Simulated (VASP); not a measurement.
# V (P4/mmm) in VASP: notebook

V is run at these levels: PBE; tasks: single point, relaxation of cell and atoms.

Everything below comes from runs of VASP 6.6.1. Logs are shortened: lines on timing, memory, paths and dates and some standing lists are left out, and cuts for length are marked.

## (1) The cell of the first run

The structure is tetragonal, space group P4/mmm (No. 123). Conventional cell: a = 3.475 Å, b = 3.475 Å, c = 6.312 Å, α = 90.00°, β = 90.00°, γ = 90.00°. Within 3.2 Å of V (site symmetry 2mm) lie 7 V at 2.45 to 2.60 Å. V (site symmetry 4/mmm) has 12 V at 2.60 to 3.47 Å within 3.5 Å.

## (2) Single point, PBE

INCAR

```
SYSTEM = V
ALGO = Normal
EDIFF = 1E-6
ENCUT = 520
GGA = PE
ISIF = 2
ISMEAR = 0
LASPH = .TRUE.
LCHARG = .TRUE.
LELF = .TRUE.
LREAL = .FALSE.
LVHAR = .TRUE.
LWAVE = .FALSE.
NBANDS = 40
NELM = 60
PREC = Accurate
SIGMA = 0.1
```

KPOINTS

```
k-points
0
G
  4 4 4
  0 0 0
```

POSCAR

```
V
1.0
    2.4571154529     -2.4570516476      0.0000000000
    2.4571154529      2.4570516476      0.0000000000
    0.0000000000      0.0000000000      6.3124084081
V
5
Direct
    0.5000000000      0.0000000000      0.3058835602
    0.0000000000      0.5000000000      0.6941164398
    0.0000000000      0.5000000000      0.3058835602
    0.5000000000      0.0000000000      0.6941164398
    0.0000000000      0.0000000000      0.0000000000
```

Potentials or basis: VASP PAW PBE potentials, release 64 (V_sv).

On the command line:

```console
$ cat potpaw_PBE.64/V_sv/POTCAR > POTCAR
$ mpirun -np 1 vasp_std > vasp.out
```

OUTCAR:

```text
SYSTEM = V
   EDIFF = 1E-6
   ENCUT = 520
   GGA = PE
   ISIF = 2
   ISMEAR = 0
   LASPH = .TRUE.
   LREAL = .FALSE.
   NELM = 60
   PREC = Accurate

 ion  position               nearest neighbor table
   1  0.500  0.000  0.306-   4 2.45   3 2.46   3 2.46   3 2.46   3 2.46   5 2.60   5 2.60
   2  0.000  0.500  0.694-   3 2.45   4 2.46   4 2.46   4 2.46   4 2.46   5 2.60   5 2.60
   3  0.000  0.500  0.306-   2 2.45   1 2.46   1 2.46   1 2.46   1 2.46   5 2.60   5 2.60
   4  0.500  0.000  0.694-   1 2.45   2 2.46   2 2.46   2 2.46   2 2.46   5 2.60   5 2.60
   5  0.000  0.000  0.000-   1 2.60   2 2.60   3 2.60   4 2.60   2 2.60   3 2.60   1 2.60   4 2.60

  LATTYP: Found a base centered orthorhombic cell.
 ALAT       =     4.9141032952
 B/A-ratio  =     1.0000259682
 C/A-ratio  =     1.2845493936

  Lattice vectors:

 A1 = (  -2.4571154529,  -2.4570516476,   0.0000000000)
 A2 = (   2.4571154529,  -2.4570516476,   0.0000000000)
 A3 = (   0.0000000000,   0.0000000000,   6.3124084081)

Analysis of symmetry for initial positions (statically):
=====================================================================
 Subroutine PRICEL returns:
 Original cell was already a primitive cell.

 Routine SETGRP: Setting up the symmetry group for a
 base centered orthorhombic supercell.

 Subroutine GETGRP returns: Found  8 space group operations
 (whereof  8 operations were pure point group operations)
 out of a pool of  8 trial point group operations.

The static configuration has the point symmetry D_2h.

Analysis of symmetry for dynamics (positions and initial velocities):
=====================================================================
 Subroutine PRICEL returns:
 Original cell was already a primitive cell.

 Routine SETGRP: Setting up the symmetry group for a
 base centered orthorhombic supercell.

 Subroutine GETGRP returns: Found  8 space group operations
 (whereof  8 operations were pure point group operations)
 out of a pool of  8 trial point group operations.

The dynamic configuration has the point symmetry D_2h.

 Subroutine INISYM returns: Found  8 space group operations
 (whereof  8 operations are pure point group operations),
 and found     1 'primitive' translations

----------------------------------------------------------------------------------------

                                     Primitive cell

  volume of cell :      76.2193

  direct lattice vectors                    reciprocal lattice vectors
     2.457115453 -2.457051648  0.000000000     0.203490642 -0.203495926  0.000000000
     2.457115453  2.457051648  0.000000000     0.203490642  0.203495926  0.000000000
     0.000000000  0.000000000  6.312408408     0.000000000  0.000000000  0.158418140

  length of vectors
     3.474840881  3.474840881  6.312408408     0.287782962  0.287782962  0.158418140

  position of ions in fractional coordinates (direct lattice)
     0.500000000  0.000000000  0.305883560
     0.000000000  0.500000000  0.694116440
     0.000000000  0.500000000  0.305883560
     0.500000000  0.000000000  0.694116440
     0.000000000  0.000000000  0.000000000

  ion indices of the primitive-cell ions
   primitive index   ion index
                 1           1
                 2           2
                 3           3
                 4           4
                 5           5

----------------------------------------------------------------------------------------

 KPOINTS: k-points

Automatic generation of k-mesh.
 Grid dimensions read from file:
 generate k-points for:    4    4    4

 Generating k-lattice:

  Cartesian coordinates                     Fractional coordinates (reciprocal lattice)
     0.050872660 -0.050873981  0.000000000     0.250000000  0.000000000  0.000000000
     0.050872660  0.050873981  0.000000000     0.000000000  0.250000000  0.000000000
     0.000000000  0.000000000  0.039604535     0.000000000  0.000000000  0.250000000

  Length of vectors
     0.071945740  0.071945740  0.039604535

  Shift w.r.t. Gamma in fractional coordinates (k-lattice)
     0.000000000  0.000000000  0.000000000

 Subroutine IBZKPT returns following result:
 ===========================================

 Found     21 irreducible k-points:

 Following reciprocal coordinates:
            Coordinates               Weight
  0.000000  0.000000  0.000000      1.000000
  0.250000  0.000000  0.000000      4.000000
  0.500000  0.000000  0.000000      2.000000
  0.250000  0.250000  0.000000      2.000000
  0.500000  0.250000  0.000000      4.000000
 -0.250000  0.250000  0.000000      2.000000
[... 13 lines left out ...]
 -0.250000  0.250000  0.500000      2.000000
  0.500000  0.500000  0.500000      1.000000
   k-points           NKPTS =     21   k-points in BZ     NKDIM =     21   number of bands    NBANDS=     40
   number of dos      NEDOS =    301   number of ions     NIONS =      5
   total plane-waves  NPLWV =  37632
   dimension x,y,z NGX =    28 NGY =   28 NGZ =   48
   dimension x,y,z NGXF=    56 NGYF=   56 NGZF=   96
   ions per type =               5
   NGX,Y,Z   is equivalent  to a cutoff of  13.40, 13.40, 12.64 a.u.
   NGXF,Y,Z  is equivalent  to a cutoff of  26.79, 26.79, 25.28 a.u.
 SYSTEM =  V
   PREC   = accura    normal or accurate (medium, high low for compatibility)
   ISTART =      0    job   : 0-new  1-cont  2-samecut
   ICHARG =      2    charge: 1-file 2-atom 10-const
   ISPIN  =      1    spin polarized calculation?
   LNONCOLLINEAR =      F non collinear calculations
   LSORBIT =      F    spin-orbit coupling
   LASPH  =      T    aspherical Exc in radial PAW
   ENCUT  =  520.0 eV  38.22 Ry    6.18 a.u.   6.46  6.46 11.74*2*pi/ulx,y,z
   NELM   =     60;   NELMIN=  2; NELMDL= -5     # of ELM steps
   EDIFF  = 0.1E-05   stopping-criterion for ELM
   LREAL  =      F    real-space projection
   EDIFFG = 0.1E-04   stopping-criterion for IOM
   NSW    =      0    number of steps for IOM
   IBRION =     -1    ionic relax: 0-MD 1-quasi-New 2-CG
   NFREE  =      0    steps in history (QN), initial steepest desc. (CG)
   ISIF   =      2    stress and relaxation
   ISYM   =      2    0-nonsym 1-usesym 2-fastsym
   POTIM  = 0.5000    time-step for ionic-motion
   TEBEG  =    0.0;   TEEND  =   0.0 temperature during run
   PSTRESS=    0.0 pullay stress
   NELECT =      65.0000    total number of electrons
   NUPDOWN=      -1.0000    fix difference up-down
   EMIN   =  10.00;   EMAX   =-10.00  energy-range for DOS
   EFERMI =   0.00;   METHOD = LEGACY
   ISMEAR =     0;   SIGMA  =   0.10  broadening in eV -4-tet -1-fermi 0-gaus
   EFERMI_NEDOS =   21; number of points for ismear=-14 and -15
   IALGO  =     38    algorithm
   IMIX   =      4    mixing-type and parameters
     AMIX     =   0.40;   BMIX     =  1.00
     AMIX_MAG =   1.60;   BMIX_MAG =  1.00
  volume/ion in A,a.u.               =      15.24       102.87
  Fermi-wavevector in a.u.,A,eV,Ry     =   1.552474  2.933750 32.792424  2.410175
  Thomas-Fermi vector in A             =   2.656844
   LORBIT       =      0    0 simple, 1 ext, 2 COOP (PROOUT), +10 PAW based schemes
   GGA     = PE    functional components
   LHFCALC =     F    Hartree Fock is set to
   AEXX    =    0.0000 exact exchange contribution
   IVDW    =     0    specifies the selected vdW correction
   LEPSILON=     F    determine dielectric tensor
   LRPA    =     F    only Hartree local field effects (RPA)
 non-spin polarized calculation
 Gauss-broadening in eV      SIGMA  =   0.10
  energy-cutoff  :      520.00
  volume of cell :       76.22
 maximum number of plane-waves:      2095
 NGX is ok and might be reduce to    28
   NGX = 13   NGY = 13   NGZ = 23

 number of electron      64.9999991 magnetization

 Free energy of the ion-electron system (eV)
  ---------------------------------------------------
  ext. energy  EPLUGINS =         0.00000000
  ---------------------------------------------------
  free energy    TOTEN  =       -40.93900396 eV

  energy without entropy =      -40.91355868  energy(sigma->0) =      -40.92628132

 E-fermi :   8.4568     XC(G=0): -12.0819

 val. band max:        8.3591674005   @ k =   0.5000   0.0000   0.5000
 cond. band min:       8.4812292252   @ k =   0.5000   0.5000   0.0000
 fundamental gap:      0.1220618247
 Fermi energy:         8.4568304672

 k-point     1 :       0.0000    0.0000    0.0000
  band No.  band energies     occupation
      1     -55.5557      2.00000
      2     -55.3889      2.00000
      3     -55.3829      2.00000
      4     -55.1574      2.00000
      5     -55.0818      2.00000
      6     -29.6788      2.00000
[... 32 lines left out ...]
     39      10.2465      0.00000
     40      10.7429      0.00000

 k-point     2 :       0.2500    0.0000    0.0000
  band No.  band energies     occupation
      1     -55.5264      2.00000
      2     -55.3725      2.00000
      3     -55.3385      2.00000
      4     -55.2016      2.00000
      5     -55.1256      2.00000
      6     -29.6443      2.00000
[... 32 lines left out ...]
     39      10.5503      0.00000
     40      10.5580      0.00000

 k-point     3 :       0.5000    0.0000    0.0000
  band No.  band energies     occupation
      1     -55.4964      2.00000
      2     -55.3109      2.00000
      3     -55.2918      2.00000
      4     -55.2319      2.00000
      5     -55.2316      2.00000
      6     -29.6538      2.00000
[... 32 lines left out ...]
     39       9.9760      0.00000
     40       9.9800      0.00000

 k-point     4 :       0.2500    0.2500    0.0000
  band No.  band energies     occupation
      1     -55.5066      2.00000
      2     -55.3580      2.00000
      3     -55.3065      2.00000
      4     -55.2332      2.00000
      5     -55.1559      2.00000
      6     -29.7318      2.00000
[... 32 lines left out ...]
     39       9.8986      0.00000
     40       9.9460      0.00000
[... 643 lines left out ...]
     39       9.9300      0.00000
     40      10.3112      0.00000

 k-point    20 :      -0.2500    0.2500    0.5000
  band No.  band energies     occupation
      1     -55.4961      2.00000
      2     -55.3871      2.00000
      3     -55.2878      2.00000
      4     -55.2330      2.00000
      5     -55.1561      2.00000
      6     -29.7734      2.00000
[... 32 lines left out ...]
     39      10.0957      0.00000
     40      10.3710      0.00000

 k-point    21 :       0.5000    0.5000    0.5000
  band No.  band energies     occupation
      1     -55.4755      2.00000
      2     -55.3075      2.00000
      3     -55.3075      2.00000
      4     -55.2291      2.00000
      5     -55.2290      2.00000
      6     -29.9381      2.00000
[... 32 lines left out ...]
     39      10.1616      0.00000
     40      10.1620      0.00000

------------------------ aborting loop because EDIFF is reached ----------------------------------------

  FORCE on cell =-STRESS in cart. coord.  units (eV):
  Direction    XX          YY          ZZ          XY          YZ          ZX
  --------------------------------------------------------------------------------------
  -------------------------------------------------------------------------------------
  Total        0.0827466      0.0847353      0.2690242      0.0000000      0.0000000      0.0000000
  in kB        1.7393853      1.7811891      5.6550581      0.0000000      0.0000000      0.0000000
  external PRESSURE =       3.0585442 kB  Pullay stress =       0.0000000 kB

 VOLUME and BASIS-vectors are now :
 -----------------------------------------------------------------------------
  energy-cutoff  :      520.00
  volume of cell :       76.22
      direct lattice vectors                 reciprocal lattice vectors
     2.457115453 -2.457051648  0.000000000     0.203490642 -0.203495926  0.000000000
     2.457115453  2.457051648  0.000000000     0.203490642  0.203495926  0.000000000
     0.000000000  0.000000000  6.312408408     0.000000000  0.000000000  0.158418140

 POSITION                                       TOTAL-FORCE (eV/Angst)
 -----------------------------------------------------------------------------------
      1.22856     -1.22853      1.93086         0.000000      0.000000     -0.009622
      1.22856      1.22853      4.38155         0.000000     -0.000000      0.009622
      1.22856      1.22853      1.93086         0.000000     -0.000000     -0.009622
      1.22856     -1.22853      4.38155        -0.000000     -0.000000      0.009622
      0.00000      0.00000      0.00000         0.000000     -0.000000      0.000000
 -----------------------------------------------------------------------------------
    total drift:                                0.000000      0.000000      0.000000

  FREE ENERGIE OF THE ION-ELECTRON SYSTEM (eV)
  ---------------------------------------------------
  free  energy   TOTEN  =       -40.9390039639 eV

  energy  without entropy=      -40.9135586763  energy(sigma->0) =      -40.92628132
```

Run time: 30 s. Hardware: 1 thread of Intel Xeon 6975P-C (Granite Rapids), shared host; peak memory 0.2 GiB.

Results:

```yaml
Free_energy: -40.9390 eV
Pressure: 0.3 GPa
Largest_force: 0.010 eV/Å
Band_gap_on_the_k_mesh: zero (an odd number of electrons rules out a gap without spin polarisation)
```

Forces in eV/Å, atoms in the order of the input:
```
V    0.000  0.000 -0.010
V    0.000  0.000  0.010
V    0.000  0.000 -0.010
V    0.000  0.000  0.010
V    0.000  0.000  0.000
```

Stress tensor (GPa, compression positive):
```
0.17 0.00 0.00
0.00 0.18 0.00
0.00 0.00 0.57
```

Caveat: the k points lie up to 0.45 Å⁻¹ apart, too coarse for converged energies and pressures of a metal.

(Continued in part 2 of 2.)
